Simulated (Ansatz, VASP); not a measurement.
**ZnSe: VASP beside Ansatz**

POSCAR

```
ZnSe
1.0
    0.0000000000      2.8324206805      2.8324206805
    2.8324206805      0.0000000000      2.8324206805
    2.8324206805      2.8324206805      0.0000000000
Zn Se
1 1
Direct
    0.0000000000      0.0000000000      0.0000000000
    0.2500000000      0.2500000000      0.2500000000
```

INCAR.step1

```
ALGO     = Normal         # electronic algorithm
EDIFF    = 1E-4           # SCF threshold, eV
ENCUT    = 520            # plane-wave cutoff, eV
GGA      = PE             # functional
ISMEAR   = -1             # smearing method
LASPH    = T              # aspherical terms in the spheres
LCHARG   = F              # write CHGCAR
LREAL    = F              # projectors in reciprocal space
LWAVE    = T              # write WAVECAR
NBANDS   = 16             # bands
NELM     = 60             # most SCF steps
PREC     = Accurate       # precision mode
SIGMA    = 0.001          # smearing width, eV
```

File INCAR.step2:

```
ALGO     = Normal         # electronic algorithm
EDIFF    = 1E-6           # SCF threshold, eV
ENCUT    = 520            # plane-wave cutoff, eV
ISIF     = 2              # what is computed and relaxed
ISMEAR   = -1             # smearing method
ISTART   = 1            
LASPH    = T              # aspherical terms in the spheres
LCHARG   = F              # write CHGCAR
LMIXTAU  = T            
LREAL    = F              # projectors in reciprocal space
LWAVE    = F              # write WAVECAR
METAGGA  = R2SCAN         # meta-GGA
NBANDS   = 16             # bands
NELM     = 60             # most SCF steps
PREC     = Accurate       # precision mode
SIGMA    = 0.001          # smearing width, eV
```

KPOINTS

```
k-points
0
Gamma
  6 6 6
```

Input for Ansatz:

```yaml
crystal:
  lattice:
    - [0.0, 2.8324206805, 2.8324206805]
    - [2.8324206805, 0.0, 2.8324206805]
    - [2.8324206805, 2.8324206805, 0.0]
  atoms:
    - { symbol: Zn, position: [0.0, 0.0, 0.0] }
    - { symbol: Se, position: [0.25, 0.25, 0.25] }
kpoints:
  mp_grid: { grid: [6, 6, 6] }
hamiltonian:
  xc: r2scan
scf:
  occupations: { method: fermi_dirac, width: 0.001 }
  n_extra_bands: 4
output:
  forces: true
  stress: true
  eigenvalues: true
```

Alike in both runs: task single point; functional r2SCAN; k mesh 6 × 6 × 6; occupations fermi-dirac, width 0.001 eV; no spin polarisation.

|  | VASP | Ansatz |
| --- | --- | --- |
| version | VASP 6.6.1 | Ansatz 0.2.0 |
| potentials or method | VASP PAW PBE potentials, release 64 (Zn, Se) | plane waves |
| plane-wave cutoff (eV) | 520 | 500 |
| valence electrons in the cell | 18 | 28 |

```csv
,VASP,Ansatz,Ansatz less VASP
gap on the k mesh at the Fermi level (eV),1.87,1.87,-0.004
pressure (GPa),0.1,0.0,-0.10
```

VASP's potentials were made for PBE, not for r2SCAN. The functional is the same, so the differences come from potentials, cutoffs and numerics. VASP's potentials hold 18 valence electrons a cell and Ansatz's 28, so a difference there can come from the potentials and not from the codes.
